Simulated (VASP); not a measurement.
TaSi2, 3 atoms in the cell. It takes space group P6/mmm (No. 191, hexagonal). The conventional cell has a = 4.332 Å, b = 4.332 Å, c = 2.708 Å, α = 90.00°, β = 90.00°, γ = 120.00°. Within 3.6 Å of Ta (site symmetry 6/mmm) lie 2 Ta at 2.71 Å and 12 Si at 2.84 Å. Si (site symmetry -6m2) has 5 Si at 2.50 to 2.71 Å and 6 Ta at 2.84 Å within 3.3 Å. 

| Property | Result |
| --- | --- |
| Program | VASP 6.6.1 |
| Task | single point |
| Functional | PBE |
| Potentials or basis | VASP PAW PBE potentials, release 64 (Ta_pv, Si) |
| Cutoff | 520 eV |
| k mesh | 6 × 6 × 4 |
| Occupations | gaussian, width 0.1 eV |
| Spin | no spin polarisation |
| Dipole correction | no |
| Further INCAR settings | ALGO = Normal; EDIFF = 1e-06; NBANDS = 16 |

Potentials or basis: VASP PAW PBE potentials, release 64 (Ta_pv, Si).

Launch:

```console
$ cat potpaw_PBE.64/Ta_pv/POTCAR potpaw_PBE.64/Si/POTCAR > POTCAR
$ mpirun -np 1 vasp_std > vasp.out
```

Hardware: 1 thread of Intel(R) Xeon(R) 6975P-C (Granite Rapids), on a shared host.

Question: How long does it take, and how much memory?

Answer: Wall time 4.7 s on 1 thread of Intel(R) Xeon(R) 6975P-C (Granite Rapids) (shared host), peak memory 0.15 GiB. Counts: scf iterations 12, k points 21.
